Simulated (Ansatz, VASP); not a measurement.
**AlN in VASP and in Ansatz**

INCAR

```
SYSTEM = AlN
PREC = Accurate ; ENCUT = 520
EDIFF = 1E-6 ; ISMEAR = 0
SIGMA = 0.05 ; LREAL = .FALSE.
LASPH = .TRUE. ; NELM = 60
ALGO = Normal ; ISIF = 2
LWAVE = .FALSE. ; LCHARG = .FALSE.
GGA = PS ; NBANDS = 16
```

Contents of KPOINTS:

```
regular mesh
0
G
  12 12 6
  0 0 0
```

POSCAR

```
AlN
1.0
    3.3121160000     -0.0165605800      0.0000000000
   -1.6703998800      2.8766562900      0.0000000000
    0.0000000000      0.0000000000      4.1875630000
Al N
2 2
Direct
    0.3333333333      0.6666666667      0.7500000000
    0.6666666667      0.3333333333      0.2500000000
    0.3333333333      0.6666666667      0.2500000000
    0.6666666667      0.3333333333      0.7500000000
```

Input for Ansatz:

```yaml
crystal:
  lattice:
    - [3.312116, -0.01656058, 0.0]
    - [-1.67039988, 2.87665629, 0.0]
    - [0.0, 0.0, 4.187563]
  atoms:
    - { symbol: Al, position: [0.3333333333333333, 0.6666666666666666, 0.75] }
    - { symbol: Al, position: [0.6666666666666666, 0.3333333333333333, 0.25] }
    - { symbol: "N", position: [0.3333333333333333, 0.6666666666666666, 0.25] }
    - { symbol: "N", position: [0.6666666666666666, 0.3333333333333333, 0.75] }
basis:
  ecutwfc: 520.0
kpoints:
  mp_grid:
    grid: [12, 12, 6]
hamiltonian:
  xc: pbesol
scf:
  occupations:
    method: gaussian
    width: 0.05
output:
  stress: true
```

Alike in both runs: task single point; functional PBEsol; k mesh 12 × 12 × 6; occupations gaussian, width 0.05 eV; no spin polarisation.

```csv
,VASP,Ansatz
version,VASP 6.6.1,Ansatz 0.2.0
potentials or method,"VASP PAW PBE potentials, release 64 (Al, N), cutoff 520 eV","plane waves, PAW"
valence electrons in the cell,16,16
```

|  | VASP | Ansatz | Ansatz less VASP |
| --- | --- | --- | --- |
| pressure (GPa) | -3.5 | -3.4 | +0.07 |
| traceless stress, the component that is largest in VASP (GPa) | 1.66 | 1.64 | -0.019 |

VASP's potentials were made for PBE, not for PBEsol.
